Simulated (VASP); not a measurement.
# CdS (zincblende type) (F-43m) in VASP: further runs

Runs on CdS (zincblende type). Level: PBE. Tasks: single point.

All numbers are computed with VASP 6.6.1; they aren't measurements. Logs are shortened: lines on timing, memory, paths and dates and some standing lists are left out, and cuts for length are marked.

## 1. The cell of the first run

The structure is cubic, space group F-43m (No. 216). The conventional cell has a = 5.312 Å, b = 5.312 Å, c = 5.312 Å, α = 90.00°, β = 90.00°, γ = 90.00°. Cd (site symmetry -43m) has 4 S at 2.30 Å within 3.0 Å. S (site symmetry -43m) has 4 Cd at 2.30 Å within 3.0 Å.

## 2. Single point, PBE (18.73 Å³/atom)

File INCAR:

```
SYSTEM = CdS
  ALGO = Normal
  EDIFF = 1E-6
  ENCUT = 520
  GGA = PE
  ISIF = 2
  ISMEAR = -1
  LASPH = .True.
  LCHARG = .True.
  LELF = .True.
  LREAL = .False.
  LVHAR = .True.
  LWAVE = .False.
  NBANDS = 16
  NELM = 80
  PREC = Accurate
  SIGMA = 0.05
```

File KPOINTS:

```
k-points
0
Gamma
  13 13 13
  0 0 0
```

File POSCAR:

```
CdS
1.0
    0.0000000000      2.6558394560      2.6558394560
    2.6558394560      0.0000000000      2.6558394560
    2.6558394560      2.6558394560      0.0000000000
Cd S
1 1
Direct
    0.0000000000      0.0000000000      0.0000000000
    0.2500000000      0.2500000000      0.2500000000
```

Potentials or basis: VASP PAW PBE potentials, release 64 (Cd, S).

Launch:

```console
cat potpaw_PBE.64/Cd/POTCAR potpaw_PBE.64/S/POTCAR > POTCAR
mpirun -np 1 vasp_std > vasp.out
```

OUTCAR:

```text
SYSTEM = CdS
   EDIFF = 1E-6
   ENCUT = 520
   GGA = PE
   ISIF = 2
   ISMEAR = -1
   LASPH = .True.
   LREAL = .False.
   NELM = 80
   PREC = Accurate

 ion  position               nearest neighbor table
   1  0.000  0.000  0.000-   2 2.30   2 2.30   2 2.30   2 2.30
   2  0.250  0.250  0.250-   1 2.30   1 2.30   1 2.30   1 2.30

  LATTYP: Found a face centered cubic cell.
 ALAT       =     5.3116789120

  Lattice vectors:

 A1 = (   0.0000000000,   2.6558394560,   2.6558394560)
 A2 = (   2.6558394560,   0.0000000000,   2.6558394560)
 A3 = (   2.6558394560,   2.6558394560,   0.0000000000)

Analysis of symmetry for initial positions (statically):
=====================================================================
 Subroutine PRICEL returns:
 Original cell was already a primitive cell.

 Routine SETGRP: Setting up the symmetry group for a
 face centered cubic supercell.

 Subroutine GETGRP returns: Found 24 space group operations
 (whereof 24 operations were pure point group operations)
 out of a pool of 48 trial point group operations.

The static configuration has the point symmetry T_d .

Analysis of symmetry for dynamics (positions and initial velocities):
=====================================================================
 Subroutine PRICEL returns:
 Original cell was already a primitive cell.

 Routine SETGRP: Setting up the symmetry group for a
 face centered cubic supercell.

 Subroutine GETGRP returns: Found 24 space group operations
 (whereof 24 operations were pure point group operations)
 out of a pool of 48 trial point group operations.

The dynamic configuration has the point symmetry T_d .

 Subroutine INISYM returns: Found 24 space group operations
 (whereof 24 operations are pure point group operations),
 and found     1 'primitive' translations

----------------------------------------------------------------------------------------

                                     Primitive cell

  volume of cell :      37.4658

  direct lattice vectors                    reciprocal lattice vectors
     0.000000000  2.655839456  2.655839456    -0.188264392  0.188264392  0.188264392
     2.655839456  0.000000000  2.655839456     0.188264392 -0.188264392  0.188264392
     2.655839456  2.655839456  0.000000000     0.188264392  0.188264392 -0.188264392

  length of vectors
     3.755924178  3.755924178  3.755924178     0.326083492  0.326083492  0.326083492

  position of ions in fractional coordinates (direct lattice)
     0.000000000  0.000000000  0.000000000
     0.250000000  0.250000000  0.250000000

  ion indices of the primitive-cell ions
   primitive index   ion index
                 1           1
                 2           2

----------------------------------------------------------------------------------------

 KPOINTS: k-points

Automatic generation of k-mesh.
 Grid dimensions read from file:
 generate k-points for:   13   13   13

 Generating k-lattice:

  Cartesian coordinates                     Fractional coordinates (reciprocal lattice)
    -0.014481876  0.014481876  0.014481876     0.076923077  0.000000000  0.000000000
     0.014481876 -0.014481876  0.014481876     0.000000000  0.076923077  0.000000000
     0.014481876  0.014481876 -0.014481876     0.000000000  0.000000000  0.076923077

  Length of vectors
     0.025083346  0.025083346  0.025083346

  Shift w.r.t. Gamma in fractional coordinates (k-lattice)
     0.000000000  0.000000000  0.000000000

 Subroutine IBZKPT returns following result:
 ===========================================

 Found     84 irreducible k-points:

 Following reciprocal coordinates:
            Coordinates               Weight
  0.000000  0.000000  0.000000      1.000000
  0.076923  0.000000  0.000000      8.000000
  0.153846  0.000000  0.000000      8.000000
  0.230769  0.000000  0.000000      8.000000
  0.307692  0.000000  0.000000      8.000000
  0.384615  0.000000  0.000000      8.000000
[... 16 lines left out ...]
  0.384615  0.153846  0.000000     24.000000
  0.461538  0.153846  0.000000     24.000000
 [... further k-points ...]
   k-points           NKPTS =     84   k-points in BZ     NKDIM =     84   number of bands    NBANDS=     16
   number of dos      NEDOS =    301   number of ions     NIONS =      2
   total plane-waves  NPLWV =  21952
   dimension x,y,z NGX =    28 NGY =   28 NGZ =   28
   dimension x,y,z NGXF=    56 NGYF=   56 NGZF=   56
   ions per type =               1   1
   NGX,Y,Z   is equivalent  to a cutoff of  12.39, 12.39, 12.39 a.u.
   NGXF,Y,Z  is equivalent  to a cutoff of  24.79, 24.79, 24.79 a.u.
 SYSTEM =  CdS
   PREC   = accura    normal or accurate (medium, high low for compatibility)
   ISTART =      0    job   : 0-new  1-cont  2-samecut
   ICHARG =      2    charge: 1-file 2-atom 10-const
   ISPIN  =      1    spin polarized calculation?
   LNONCOLLINEAR =      F non collinear calculations
   LSORBIT =      F    spin-orbit coupling
   LASPH  =      T    aspherical Exc in radial PAW
   ENCUT  =  520.0 eV  38.22 Ry    6.18 a.u.   6.98  6.98  6.98*2*pi/ulx,y,z
   NELM   =     80;   NELMIN=  2; NELMDL= -5     # of ELM steps
   EDIFF  = 0.1E-05   stopping-criterion for ELM
   LREAL  =      F    real-space projection
   EDIFFG = 0.1E-04   stopping-criterion for IOM
   NSW    =      0    number of steps for IOM
   IBRION =     -1    ionic relax: 0-MD 1-quasi-New 2-CG
   NFREE  =      0    steps in history (QN), initial steepest desc. (CG)
   ISIF   =      2    stress and relaxation
   ISYM   =      2    0-nonsym 1-usesym 2-fastsym
   POTIM  = 0.5000    time-step for ionic-motion
   TEBEG  =    0.0;   TEEND  =   0.0 temperature during run
   PSTRESS=    0.0 pullay stress
   NELECT =      18.0000    total number of electrons
   NUPDOWN=      -1.0000    fix difference up-down
   EMIN   =  10.00;   EMAX   =-10.00  energy-range for DOS
   EFERMI =   0.00;   METHOD = LEGACY
   ISMEAR =    -1;   SIGMA  =   0.05  broadening in eV -4-tet -1-fermi 0-gaus
   EFERMI_NEDOS =   21; number of points for ismear=-14 and -15
   IALGO  =     38    algorithm
   IMIX   =      4    mixing-type and parameters
     AMIX     =   0.40;   BMIX     =  1.00
     AMIX_MAG =   1.60;   BMIX_MAG =  1.00
  volume/ion in A,a.u.               =      18.73       126.42
  Fermi-wavevector in a.u.,A,eV,Ry     =   1.282194  2.422996 22.368281  1.644022
  Thomas-Fermi vector in A             =   2.414520
   LORBIT       =      0    0 simple, 1 ext, 2 COOP (PROOUT), +10 PAW based schemes
   GGA     = PE    functional components
   LHFCALC =     F    Hartree Fock is set to
   AEXX    =    0.0000 exact exchange contribution
   IVDW    =     0    specifies the selected vdW correction
   LEPSILON=     F    determine dielectric tensor
   LRPA    =     F    only Hartree local field effects (RPA)
 non-spin polarized calculation
  energy-cutoff  :      520.00
  volume of cell :       37.47
 maximum number of plane-waves:      1020
   NGX = 13   NGY = 13   NGZ = 13

 number of electron      18.0000000 magnetization

 Free energy of the ion-electron system (eV)
  ---------------------------------------------------
  ext. energy  EPLUGINS =         0.00000000
  ---------------------------------------------------
  free energy    TOTEN  =        -4.84055267 eV

  energy without entropy =       -4.84055267  energy(sigma->0) =       -4.84055267

 E-fermi :   5.1517     XC(G=0): -10.5388

 val. band max:        4.2566437401   @ k =   0.0000   0.0000   0.0000
 cond. band min:       5.9377358934   @ k =   0.0000   0.0000   0.0000
 fundamental gap:      1.6810921533
 Fermi energy:         5.1517431784

 k-point     1 :       0.0000    0.0000    0.0000
  band No.  band energies     occupation
      1     -10.3224      2.00000
      2      -5.0673      2.00000
      3      -5.0673      2.00000
      4      -5.0673      2.00000
      5      -4.0990      2.00000
      6      -4.0990      2.00000
[... 8 lines left out ...]
     15      16.0423      0.00000
     16      17.0997      0.00000

 k-point     2 :       0.0769    0.0000    0.0000
  band No.  band energies     occupation
      1     -10.2803      2.00000
      2      -5.0503      2.00000
      3      -5.0503      2.00000
      4      -5.0484      2.00000
      5      -4.1009      2.00000
      6      -4.1009      2.00000
[... 8 lines left out ...]
     15      15.6613      0.00000
     16      17.2552      0.00000

 k-point     3 :       0.1538    0.0000    0.0000
  band No.  band energies     occupation
      1     -10.1629      2.00000
      2      -5.0048      2.00000
      3      -5.0048      2.00000
      4      -4.9786      2.00000
      5      -4.1030      2.00000
      6      -4.1030      2.00000
[... 8 lines left out ...]
     15      15.1393      0.00000
     16      16.8536      0.00000

 k-point     4 :       0.2308    0.0000    0.0000
  band No.  band energies     occupation
      1      -9.9959      2.00000
      2      -4.9461      2.00000
      3      -4.9461      2.00000
      4      -4.8227      2.00000
      5      -4.0967      2.00000
      6      -4.0967      2.00000
[... 8 lines left out ...]
     15      14.9983      0.00000
     16      16.3276      0.00000
[... 324 lines left out ...]
 k-point    22 :       0.3077    0.1538    0.0000
  band No.  band energies     occupation
      1      -9.8279      2.00000
      2      -4.9098      2.00000
      3      -4.8130      2.00000
      4      -4.7028      2.00000
      5      -4.1349      2.00000
      6      -4.0186      2.00000
[... 8 lines left out ...]
     15      16.2031      0.00000
     16      18.0212      0.00000

 k-point    23 :       0.3846    0.1538    0.0000
  band No.  band energies     occupation
      1      -9.6763      2.00000
      2      -4.8562      2.00000
      3      -4.7661      2.00000
      4      -4.4627      2.00000
      5      -4.0056      2.00000
      6      -4.0004      2.00000
[... 8 lines left out ...]
     15      16.7536      0.00000
     16      17.8021      0.00000

 k-point    24 :       0.4615    0.1538    0.0000
  band No.  band energies     occupation
      1      -9.5655      2.00000
      2      -4.8283      2.00000
      3      -4.7435      2.00000
      4      -4.2572      2.00000
      5      -3.9968      2.00000
      6      -3.6670      2.00000
[... 8 lines left out ...]
     15      17.3121      0.00000
     16      17.9780      0.00000

 [... further k-points ...]

------------------------ aborting loop because EDIFF is reached ----------------------------------------

  FORCE on cell =-STRESS in cart. coord.  units (eV):
  Direction    XX          YY          ZZ          XY          YZ          ZX
  --------------------------------------------------------------------------------------
  -------------------------------------------------------------------------------------
  Total        8.9707425      8.9707425      8.9707425      0.0000000      0.0000000      0.0000000
  in kB      383.6220130    383.6220130    383.6220130      0.0000000      0.0000000      0.0000000
  external PRESSURE =     383.6220130 kB  Pullay stress =       0.0000000 kB

 VOLUME and BASIS-vectors are now :
 -----------------------------------------------------------------------------
  energy-cutoff  :      520.00
  volume of cell :       37.47
      direct lattice vectors                 reciprocal lattice vectors
     0.000000000  2.655839456  2.655839456    -0.188264392  0.188264392  0.188264392
     2.655839456  0.000000000  2.655839456     0.188264392 -0.188264392  0.188264392
     2.655839456  2.655839456  0.000000000     0.188264392  0.188264392 -0.188264392

 POSITION                                       TOTAL-FORCE (eV/Angst)
 -----------------------------------------------------------------------------------
      0.00000      0.00000      0.00000        -0.000000     -0.000000     -0.000000
      1.32792      1.32792      1.32792         0.000000      0.000000      0.000000
 -----------------------------------------------------------------------------------
    total drift:                                0.000000      0.000000      0.000000

  FREE ENERGIE OF THE ION-ELECTRON SYSTEM (eV)
  ---------------------------------------------------
  free  energy   TOTEN  =        -4.8405526663 eV

  energy  without entropy=       -4.8405526661  energy(sigma->0) =       -4.84055267
```

Wall time 75 s (1 thread of Intel Xeon 8259CL, shared host); peak memory 0.19 GiB.

What came out:

| Item | Value |
| --- | --- |
| Free energy | -4.8406 eV |
| Pressure | 38.4 GPa |
| Band gap on the k mesh | 1.68 eV |

Caveat: the cell stands under pressure; an odd mesh through Γ misses points on the zone boundary, where band edges can lie.

## 3. Single point, PBE (20.81 Å³/atom)

This run uses another cell than the first one, of 20.81 Å³/atom.

File INCAR:

```
PREC = Accurate
ENCUT = 520
EDIFF = 1E-6
ISMEAR = -1
SIGMA = 0.05
LREAL = F
LASPH = T
NELM = 60
ALGO = Normal
ISIF = 2
LWAVE = F
LCHARG = F
GGA = PE
NBANDS = 16
```

File KPOINTS:

```
regular mesh
0
Gamma
  13 13 13
```

File POSCAR:

```
CdS
1.0
    0.0000000000      2.7507702294      2.7507702294
    2.7507702294      0.0000000000      2.7507702294
    2.7507702294      2.7507702294      0.0000000000
Cd S
1 1
Direct
    0.0000000000      0.0000000000      0.0000000000
    0.2500000000      0.2500000000      0.2500000000
```

Potentials or basis: VASP PAW PBE potentials, release 64 (Cd, S).

Launch:

```console
cat potpaw_PBE.64/Cd/POTCAR potpaw_PBE.64/S/POTCAR > POTCAR
mpirun -np 1 vasp_std > vasp.out
```

It took 91 s on 1 thread of Intel Xeon 8259CL, shared host; peak memory 0.2 GiB.

Results (log left out):

| Quantity | Value |
| --- | --- |
| Free energy | -5.5891 eV |
| Pressure | 20.6 GPa |
| Band gap on the k mesh | 1.51 eV |

Levels at points of the mesh, in eV from the valence-band top:
```csv
k point,band 7,band 8,band 9,band 10,band 11,band 12
"(0.00, 0.00, 0.00)",0.00,0.00,0.00,1.51,6.41,6.41
```

Caveat: the cell stands under pressure; an odd mesh through Γ misses points on the zone boundary, where band edges can lie.

## 4. Single point, PBE (22.90 Å³/atom)

This run uses another cell than the first one, of 22.90 Å³/atom.

File INCAR:

```
  ALGO = Normal
  EDIFF = 1E-6
  ENCUT = 520
  GGA = PE
  ISIF = 2
  ISMEAR = -1
  LASPH = True
  LCHARG = False
  LREAL = False
  LWAVE = False
  NBANDS = 16
  NELM = 100
  PREC = Accurate
  SIGMA = 0.05
```

File KPOINTS:

```
k-points
0
Gamma
  13 13 13
```

File POSCAR:

```
CdS
1.0
    0.0000000000      2.8395654100      2.8395654100
    2.8395654100      0.0000000000      2.8395654100
    2.8395654100      2.8395654100      0.0000000000
Cd S
1 1
Direct
    0.0000000000      0.0000000000      0.0000000000
    0.2500000000      0.2500000000      0.2500000000
```

Potentials or basis: VASP PAW PBE potentials, release 64 (Cd, S).

Launch:

```console
cat potpaw_PBE.64/Cd/POTCAR potpaw_PBE.64/S/POTCAR > POTCAR
mpirun -np 1 vasp_std > vasp.out
```

OUTCAR:

```text
EDIFF = 1E-6
   ENCUT = 520
   GGA = PE
   ISIF = 2
   ISMEAR = -1
   LASPH = True
   LREAL = False
   NELM = 100
   PREC = Accurate

 ion  position               nearest neighbor table
   1  0.000  0.000  0.000-   2 2.46   2 2.46   2 2.46   2 2.46
   2  0.250  0.250  0.250-   1 2.46   1 2.46   1 2.46   1 2.46

  LATTYP: Found a face centered cubic cell.
 ALAT       =     5.6791308200

  Lattice vectors:

 A1 = (   0.0000000000,   2.8395654100,   2.8395654100)
[... 639 lines left out ...]

 [... further k-points ...]

------------------------ aborting loop because EDIFF is reached ----------------------------------------

  FORCE on cell =-STRESS in cart. coord.  units (eV):
  Direction    XX          YY          ZZ          XY          YZ          ZX
  --------------------------------------------------------------------------------------
  -------------------------------------------------------------------------------------
  Total        2.7635010      2.7635010      2.7635010     -0.0000000     -0.0000000     -0.0000000
  in kB       96.6906733     96.6906733     96.6906733     -0.0000000     -0.0000000     -0.0000000
  external PRESSURE =      96.6906733 kB  Pullay stress =       0.0000000 kB

 VOLUME and BASIS-vectors are now :
 -----------------------------------------------------------------------------
  energy-cutoff  :      520.00
  volume of cell :       45.79
      direct lattice vectors                 reciprocal lattice vectors
     0.000000000  2.839565410  2.839565410    -0.176083283  0.176083283  0.176083283
     2.839565410  0.000000000  2.839565410     0.176083283 -0.176083283  0.176083283
     2.839565410  2.839565410  0.000000000     0.176083283  0.176083283 -0.176083283

 POSITION                                       TOTAL-FORCE (eV/Angst)
 -----------------------------------------------------------------------------------
      0.00000      0.00000      0.00000         0.000000      0.000000      0.000000
      1.41978      1.41978      1.41978        -0.000000     -0.000000     -0.000000
 -----------------------------------------------------------------------------------
    total drift:                               -0.000001     -0.000001     -0.000001

  FREE ENERGIE OF THE ION-ELECTRON SYSTEM (eV)
  ---------------------------------------------------
  free  energy   TOTEN  =        -5.9725845579 eV

  energy  without entropy=       -5.9725845492  energy(sigma->0) =       -5.97258455
```

Run time: 93 s. Hardware: 1 thread of Intel Xeon 8259CL, shared host; peak memory 0.21 GiB.

What came out:

```
Free energy            : -5.9726 eV
Pressure               : 9.7 GPa
Band gap on the k mesh : 1.32 eV
```

Levels at points of the mesh, in eV from the valence-band top:
```tsv
k point	band 6	band 7	band 8	band 9	band 10	band 11	band 12	band 13
(0.00, 0.00, 0.00)	-7.47	0.00	0.00	0.00	1.32	6.51	6.51	6.51
```

Caveat: the cell stands under pressure; an odd mesh through Γ misses points on the zone boundary, where band edges can lie.

(Part 1 of 2 ends here.)
